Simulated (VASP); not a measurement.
# AlN (P6_3mc) in VASP: further runs

The runs below take AlN through single point, with PBEsol.

Program: VASP 6.6.1. These are calculated values, not measurements. Logs are shortened: lines on timing, memory, paths and dates and some standing lists are left out, and cuts for length are marked.

## 1. The cell of the first run

Symmetry: P6_3mc, No. 186, hexagonal system. The conventional cell has a = 3.034 Å, b = 3.034 Å, c = 4.819 Å, α = 90.00°, β = 90.00°, γ = 120.00°. Al (site symmetry 3m) has 4 N at 1.84 to 1.85 Å within 2.4 Å. N (site symmetry 3m) has 4 Al at 1.84 to 1.85 Å within 2.4 Å.

## 2. Single point, PBEsol

File INCAR:

```
SYSTEM = AlN
PREC = Accurate
ENCUT = 520
EDIFF = 1E-6
ISMEAR = -1
SIGMA = 0.05
LREAL = .False.
LASPH = .True.
NELM = 80
ALGO = Normal
ISIF = 2
LWAVE = .False.
LCHARG = .False.
GGA = PS
NBANDS = 16
```

File KPOINTS:

```
regular mesh
0
Gamma
  10 10 6
  0 0 0
```

File POSCAR:

```
AlN
1.0
    3.0338468140      0.0000000000      0.0000000000
   -1.5169234070      2.6273884121      0.0000000000
    0.0000000000      0.0000000000      4.8186818156
Al N
2 2
Direct
    0.6666666667      0.3333333333      0.4978710697
    0.3333333333      0.6666666667     -0.0021289303
    0.6666666667      0.3333333333      0.8821289303
    0.3333333333      0.6666666667      0.3821289303
```

Potentials or basis: VASP PAW PBE potentials, release 64 (Al, N).

On the command line:

```
$ cat potpaw_PBE.64/Al/POTCAR potpaw_PBE.64/N/POTCAR > POTCAR
$ mpirun -np 1 vasp_std > vasp.out
```

OUTCAR:

```text
SYSTEM = AlN
   PREC = Accurate
   ENCUT = 520
   EDIFF = 1E-6
   ISMEAR = -1
   LREAL = .False.
   LASPH = .True.
   NELM = 80
   ISIF = 2
   GGA = PS

 ion  position               nearest neighbor table
   1  0.667  0.333  0.498-   4 1.84   4 1.84   4 1.84   3 1.85   2 2.98   2 2.98   2 2.98   2 2.98
                             2 2.98   2 2.98
   2  0.333  0.667  0.998-   3 1.84   3 1.84   3 1.84   4 1.85   1 2.98   1 2.98   1 2.98   1 2.98
                             1 2.98   1 2.98
   3  0.667  0.333  0.882-   2 1.84   2 1.84   2 1.84   1 1.85
   4  0.333  0.667  0.382-   1 1.84   1 1.84   1 1.84   2 1.85

  LATTYP: Found a hexagonal cell.
 ALAT       =     3.0338468140
 C/A-ratio  =     1.5883075551

  Lattice vectors:

 A1 = (   3.0338468140,   0.0000000000,   0.0000000000)
 A2 = (  -1.5169234070,   2.6273884121,   0.0000000000)
 A3 = (   0.0000000000,   0.0000000000,   4.8186818156)

Analysis of symmetry for initial positions (statically):
=====================================================================
 Subroutine PRICEL returns:
 Original cell was already a primitive cell.

 Routine SETGRP: Setting up the symmetry group for a
 hexagonal supercell.

 Subroutine GETGRP returns: Found 12 space group operations
 (whereof  6 operations were pure point group operations)
 out of a pool of 24 trial point group operations.

The static configuration has the point symmetry C_3v.
 The point group associated with its full space group is C_6v.

Analysis of symmetry for dynamics (positions and initial velocities):
=====================================================================
 Subroutine PRICEL returns:
 Original cell was already a primitive cell.

 Routine SETGRP: Setting up the symmetry group for a
 hexagonal supercell.

 Subroutine GETGRP returns: Found 12 space group operations
 (whereof  6 operations were pure point group operations)
 out of a pool of 24 trial point group operations.

The dynamic configuration has the point symmetry C_3v.
 The point group associated with its full space group is C_6v.

 Subroutine INISYM returns: Found 12 space group operations
 (whereof  6 operations are pure point group operations),
 and found     1 'primitive' translations

----------------------------------------------------------------------------------------

                                     Primitive cell

  volume of cell :      38.4102

  direct lattice vectors                    reciprocal lattice vectors
     3.033846814  0.000000000  0.000000000     0.329614533  0.190303039  0.000000000
    -1.516923407  2.627388412  0.000000000     0.000000000  0.380606078  0.000000000
     0.000000000  0.000000000  4.818681816     0.000000000  0.000000000  0.207525634

  length of vectors
     3.033846814  3.033846814  4.818681816     0.380606078  0.380606078  0.207525634

  position of ions in fractional coordinates (direct lattice)
     0.666666667  0.333333333  0.497871070
     0.333333333  0.666666667  0.997871070
     0.666666667  0.333333333  0.882128930
     0.333333333  0.666666667  0.382128930

  ion indices of the primitive-cell ions
   primitive index   ion index
                 1           1
                 2           2
                 3           3
                 4           4

----------------------------------------------------------------------------------------

 KPOINTS: regular mesh

Automatic generation of k-mesh.
 Grid dimensions read from file:
 generate k-points for:   10   10    6

 Generating k-lattice:

  Cartesian coordinates                     Fractional coordinates (reciprocal lattice)
     0.032961453  0.019030304  0.000000000     0.100000000  0.000000000  0.000000000
     0.000000000  0.038060608  0.000000000     0.000000000  0.100000000  0.000000000
     0.000000000  0.000000000  0.034587606     0.000000000  0.000000000  0.166666667

  Length of vectors
     0.038060608  0.038060608  0.034587606

  Shift w.r.t. Gamma in fractional coordinates (k-lattice)
     0.000000000  0.000000000  0.000000000

 Subroutine IBZKPT returns following result:
 ===========================================

 Found     56 irreducible k-points:

 Following reciprocal coordinates:
            Coordinates               Weight
  0.000000  0.000000  0.000000      1.000000
  0.100000  0.000000  0.000000      6.000000
  0.200000  0.000000  0.000000      6.000000
  0.300000  0.000000  0.000000      6.000000
  0.400000  0.000000  0.000000      6.000000
  0.500000  0.000000  0.000000      3.000000
[... 16 lines left out ...]
  0.300000  0.100000  0.166667     24.000000
  0.400000  0.100000  0.166667     24.000000
 [... further k-points ...]
   k-points           NKPTS =     56   k-points in BZ     NKDIM =     56   number of bands    NBANDS=     16
   number of dos      NEDOS =    301   number of ions     NIONS =      4
   total plane-waves  NPLWV =  20736
   dimension x,y,z NGX =    24 NGY =   24 NGZ =   36
   dimension x,y,z NGXF=    48 NGYF=   48 NGZF=   72
   ions per type =               2   2
   NGX,Y,Z   is equivalent  to a cutoff of  13.15, 13.15, 12.42 a.u.
   NGXF,Y,Z  is equivalent  to a cutoff of  26.30, 26.30, 24.84 a.u.
 SYSTEM =  AlN
   PREC   = accura    normal or accurate (medium, high low for compatibility)
   ISTART =      0    job   : 0-new  1-cont  2-samecut
   ICHARG =      2    charge: 1-file 2-atom 10-const
   ISPIN  =      1    spin polarized calculation?
   LNONCOLLINEAR =      F non collinear calculations
   LSORBIT =      F    spin-orbit coupling
   LASPH  =      T    aspherical Exc in radial PAW
   ENCUT  =  520.0 eV  38.22 Ry    6.18 a.u.   5.64  5.64  8.96*2*pi/ulx,y,z
   NELM   =     80;   NELMIN=  2; NELMDL= -5     # of ELM steps
   EDIFF  = 0.1E-05   stopping-criterion for ELM
   LREAL  =      F    real-space projection
   EDIFFG = 0.1E-04   stopping-criterion for IOM
   NSW    =      0    number of steps for IOM
   IBRION =     -1    ionic relax: 0-MD 1-quasi-New 2-CG
   NFREE  =      0    steps in history (QN), initial steepest desc. (CG)
   ISIF   =      2    stress and relaxation
   ISYM   =      2    0-nonsym 1-usesym 2-fastsym
   POTIM  = 0.5000    time-step for ionic-motion
   TEBEG  =    0.0;   TEEND  =   0.0 temperature during run
   PSTRESS=    0.0 pullay stress
   NELECT =      16.0000    total number of electrons
   NUPDOWN=      -1.0000    fix difference up-down
   EMIN   =  10.00;   EMAX   =-10.00  energy-range for DOS
   EFERMI =   0.00;   METHOD = LEGACY
   ISMEAR =    -1;   SIGMA  =   0.05  broadening in eV -4-tet -1-fermi 0-gaus
   EFERMI_NEDOS =   21; number of points for ismear=-14 and -15
   IALGO  =     38    algorithm
   IMIX   =      4    mixing-type and parameters
     AMIX     =   0.40;   BMIX     =  1.00
     AMIX_MAG =   1.60;   BMIX_MAG =  1.00
  volume/ion in A,a.u.               =       9.60        64.80
  Fermi-wavevector in a.u.,A,eV,Ry     =   1.222642  2.310459 20.338727  1.494854
  Thomas-Fermi vector in A             =   2.357782
   LORBIT       =      0    0 simple, 1 ext, 2 COOP (PROOUT), +10 PAW based schemes
   GGA     = PS    functional components
   LHFCALC =     F    Hartree Fock is set to
   AEXX    =    0.0000 exact exchange contribution
   IVDW    =     0    specifies the selected vdW correction
   LEPSILON=     F    determine dielectric tensor
   LRPA    =     F    only Hartree local field effects (RPA)
 non-spin polarized calculation
  energy-cutoff  :      520.00
  volume of cell :       38.41
 maximum number of plane-waves:      1085
 NGX is ok and might be reduce to    24
   NGX = 11   NGY = 11   NGZ = 17

 number of electron      16.0000003 magnetization

 Free energy of the ion-electron system (eV)
  ---------------------------------------------------
  ext. energy  EPLUGINS =         0.00000000
  ---------------------------------------------------
  free energy    TOTEN  =       -31.10725746 eV

  energy without entropy =      -31.10725746  energy(sigma->0) =      -31.10725746

 E-fermi :   7.9477     XC(G=0): -11.4787

 val. band max:        6.9703938795   @ k =   0.0000   0.0000   0.0000
 cond. band min:      11.7918080484   @ k =   0.0000   0.0000   0.0000
 fundamental gap:      4.8214141689
 Fermi energy:         7.9476740023

 k-point     1 :       0.0000    0.0000    0.0000
  band No.  band energies     occupation
      1      -8.7936      2.00000
      2      -6.2984      2.00000
      3       0.4849      2.00000
      4       5.9393      2.00000
      5       5.9393      2.00000
      6       6.6349      2.00000
[... 8 lines left out ...]
     15      20.7027      0.00000
     16      20.8916      0.00000

 k-point     2 :       0.1000    0.0000    0.0000
  band No.  band energies     occupation
      1      -8.6528      2.00000
      2      -6.2185      2.00000
      3       0.6464      2.00000
      4       5.3315      2.00000
      5       5.7612      2.00000
      6       6.0768      2.00000
[... 8 lines left out ...]
     15      20.5895      0.00000
     16      20.6982      0.00000

 k-point     3 :       0.2000    0.0000    0.0000
  band No.  band energies     occupation
      1      -8.2469      2.00000
      2      -6.0110      2.00000
      3       1.1189      2.00000
      4       3.9532      2.00000
      5       4.9442      2.00000
      6       5.3802      2.00000
[... 8 lines left out ...]
     15      19.9346      0.00000
     16      19.9697      0.00000

 k-point     4 :       0.3000    0.0000    0.0000
  band No.  band energies     occupation
      1      -7.6339      2.00000
      2      -5.7779      2.00000
      3       1.8577      2.00000
      4       2.5115      2.00000
      5       3.7726      2.00000
      6       4.9961      2.00000
[... 8 lines left out ...]
     15      19.8478      0.00000
     16      21.4712      0.00000
[... 324 lines left out ...]
 k-point    22 :       0.2000    0.1000    0.1667
  band No.  band energies     occupation
      1      -7.7619      2.00000
      2      -6.0307      2.00000
      3       1.7124      2.00000
      4       3.3930      2.00000
      5       3.8971      2.00000
      6       5.1176      2.00000
[... 8 lines left out ...]
     15      20.1113      0.00000
     16      21.2502      0.00000

 k-point    23 :       0.3000    0.1000    0.1667
  band No.  band energies     occupation
      1      -7.1175      2.00000
      2      -5.8004      2.00000
      3       1.6512      2.00000
      4       2.6072      2.00000
      5       3.3927      2.00000
      6       4.6036      2.00000
[... 8 lines left out ...]
     15      20.1218      0.00000
     16      22.1098      0.00000

 k-point    24 :       0.4000    0.1000    0.1667
  band No.  band energies     occupation
      1      -6.5428      2.00000
      2      -5.7671      2.00000
      3       1.1058      2.00000
      4       2.2492      2.00000
      5       3.6179      2.00000
      6       4.4433      2.00000
[... 8 lines left out ...]
     15      20.1974      0.00000
     16      22.6914      0.00000

 [... further k-points ...]

------------------------ aborting loop because EDIFF is reached ----------------------------------------

  FORCE on cell =-STRESS in cart. coord.  units (eV):
  Direction    XX          YY          ZZ          XY          YZ          ZX
  --------------------------------------------------------------------------------------
  -------------------------------------------------------------------------------------
  Total        4.8705970      4.8705970      4.8595010      0.0000000      0.0000000      0.0000000
  in kB      203.1639276    203.1639276    202.7010870      0.0000000      0.0000000      0.0000000
  external PRESSURE =     203.0096474 kB  Pullay stress =       0.0000000 kB

 VOLUME and BASIS-vectors are now :
 -----------------------------------------------------------------------------
  energy-cutoff  :      520.00
  volume of cell :       38.41
      direct lattice vectors                 reciprocal lattice vectors
     3.033846814  0.000000000  0.000000000     0.329614533  0.190303039  0.000000000
    -1.516923407  2.627388412  0.000000000     0.000000000  0.380606078  0.000000000
     0.000000000  0.000000000  4.818681816     0.000000000  0.000000000  0.207525634

 POSITION                                       TOTAL-FORCE (eV/Angst)
 -----------------------------------------------------------------------------------
      1.51692      0.87580      2.39908         0.000000     -0.000000     -0.001914
     -0.00000      1.75159      4.80842        -0.000000     -0.000000     -0.001914
      1.51692      0.87580      4.25070         0.000000      0.000000      0.001914
     -0.00000      1.75159      1.84136        -0.000000     -0.000000      0.001914
 -----------------------------------------------------------------------------------
    total drift:                                0.000000      0.000000      0.000505

  FREE ENERGIE OF THE ION-ELECTRON SYSTEM (eV)
  ---------------------------------------------------
  free  energy   TOTEN  =       -31.1072574592 eV

  energy  without entropy=      -31.1072574592  energy(sigma->0) =      -31.10725746
```

Run time: 9.3 s. Hardware: 1 thread of Intel Xeon 6975P-C (Granite Rapids), shared host; peak memory 0.16 GiB.

What came out:

* Free energy: -31.1073 eV
* Pressure: 20.3 GPa
* Band gap on the k mesh: 4.82 eV, direct

Caveat: the PAW data sets were made with another functional, which shifts forces and pressure a little.

## 3. Single point, PBEsol

This run uses another cell than the first one, of 9.99 Å³/atom, 1.040 times its volume.

File INCAR:

```
SYSTEM = AlN
PREC = Accurate
ENCUT = 520
EDIFF = 1E-7
ISMEAR = -1
SIGMA = 0.05
LREAL = .FALSE.
LASPH = .TRUE.
NELM = 60
ALGO = Normal
ISIF = 2
LWAVE = .FALSE.
LCHARG = .TRUE.
GGA = PS
LELF = .TRUE.
LVHAR = .TRUE.
NBANDS = 16
```

File KPOINTS:

```
regular mesh
0
G
  10 10 6
  0 0 0
```

File POSCAR:

```
AlN
1.0
    3.0696675440      0.0000000000      0.0000000000
   -1.5348337720      2.6584100742      0.0000000000
    0.0000000000      0.0000000000      4.8950939430
Al N
2 2
Direct
    0.6666666667      0.3333333333      0.4984796349
    0.3333333333      0.6666666667     -0.0015203651
    0.6666666667      0.3333333333      0.8815203651
    0.3333333333      0.6666666667      0.3815203651
```

Potentials or basis: VASP PAW PBE potentials, release 64 (Al, N).

On the command line:

```
$ cat potpaw_PBE.64/Al/POTCAR potpaw_PBE.64/N/POTCAR > POTCAR
$ mpirun -np 1 vasp_std > vasp.out
```

Run time: 11 s. Hardware: 1 thread of Intel Xeon 6975P-C (Granite Rapids), shared host; peak memory 0.16 GiB.

The run converged. Its results:

```yaml
Free_energy: -31.2531 eV
Pressure: 10.2 GPa
Band_gap_on_the_k_mesh: 4.50 eV, direct
```

Levels at points of the mesh, in eV from the valence-band top:
```
           k point  band 6  band 7  band 8  band 9  band 10  band 11
(0.00, 0.00, 0.00)   -0.28   -0.28    0.00    4.50     6.89    10.87
(0.50, 0.00, 0.00)   -2.23   -1.90   -0.75    5.77     5.78     8.44
(0.00, 0.00, 0.50)   -0.62   -0.62   -0.62    6.73     6.73    10.57
(0.50, 0.00, 0.50)   -1.57   -1.43   -1.43    5.31     5.31     9.37
```

Caveat: the PAW data sets were made with another functional, which shifts forces and pressure a little. A k mesh can miss the band edges.
